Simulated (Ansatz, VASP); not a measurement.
## One calculation of C, two programs

```
C
1.0
     0.00000    1.81907    1.78340
     1.81907    0.00000    1.78340
     1.81907    1.81907    0.00000
C
2
Direct
  0.50000 0.50000 0.50000
  0.75000 0.75000 0.75000
```

Change from the starting cell: equal xx and yy strain of +2 %.

Alike in both runs: task single point; functional LDA; k mesh 16 × 16 × 16; occupations fermi-dirac, width 0.03 eV; no spin polarisation.

```csv
,VASP,Ansatz
version,VASP 6.6.1,Ansatz 0.2.0
potentials or method,"VASP PAW LDA potentials, release 64 (C), cutoff 520 eV","all-electron LAPW, scalar-relativistic"
```

```csv
,VASP,Ansatz,Ansatz less VASP
gap on the k mesh at the Fermi level (eV),3.51,3.52,+0.005
pressure (GPa),-27.2,-28.4,-1.17
"traceless stress, the component that is largest in VASP (GPa)",11.46,11.49,+0.024
```

LDA's correlation is that of Perdew and Zunger in VASP and of Perdew and Wang (1992) in Ansatz. Ansatz ran all-electron here, and VASP with PAW potentials.
